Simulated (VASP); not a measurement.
**InGe3S2: single point with PBE**

The system is InGe3S2.

```
In Ge S
1.0
    -2.77066    2.77066    4.83260
     2.77066   -2.77066    4.83260
     2.77066    2.77066   -4.83260
In Ge S
1 3 2
Direct
  0.50000 0.50000 0.00000
  0.50000 0.00000 0.50000
  0.00000 0.50000 0.50000
  0.00000 0.00000 0.00000
  0.75000 0.25000 0.50000
  0.25000 0.75000 0.50000
```

The cell was built from a structure type or drawn by symmetry, and may not be a known phase.

```
Program                : VASP 6.6.1
Task                   : single point
Functional             : PBE
Potentials or basis    : VASP PAW PBE potentials, release 64 (In_d, Ge_d, S)
Cutoff                 : 520 eV
k mesh                 : 4 × 4 × 4
Occupations            : gaussian, width 0.1 eV
Spin                   : no spin polarisation
Dipole correction      : no
Further INCAR settings : ALGO = Normal; EDIFF = 1e-06; NBANDS = 42
```

```
Pressure               : 0.0 GPa
Band gap on the k mesh : zero (an odd number of electrons rules out a gap without spin polarisation)
```

Levels at points of the mesh, in eV from the Fermi level:
```csv
k point,band 31,band 32,band 33,band 34,band 35,band 36
"(0.00, 0.00, 0.00)",-2.13,-2.13,-1.43,0.70,1.16,1.16
"(0.50, 0.00, 0.00)",-1.83,-1.51,-0.77,-0.50,0.93,1.36
"(0.50, 0.50, 0.00)",-0.71,-0.16,0.93,1.41,1.78,2.25
"(0.50, 0.50, 0.50)",-0.96,-0.91,-0.91,-0.29,-0.29,-0.09
```

It took 61 s on 1 thread of AMD EPYC 9R45 96-Core Processor (Zen 5), with other jobs on the host, peak memory 0.32 GiB.

Caveat: spin-orbit coupling is left out, which moves the levels of the heavy elements.
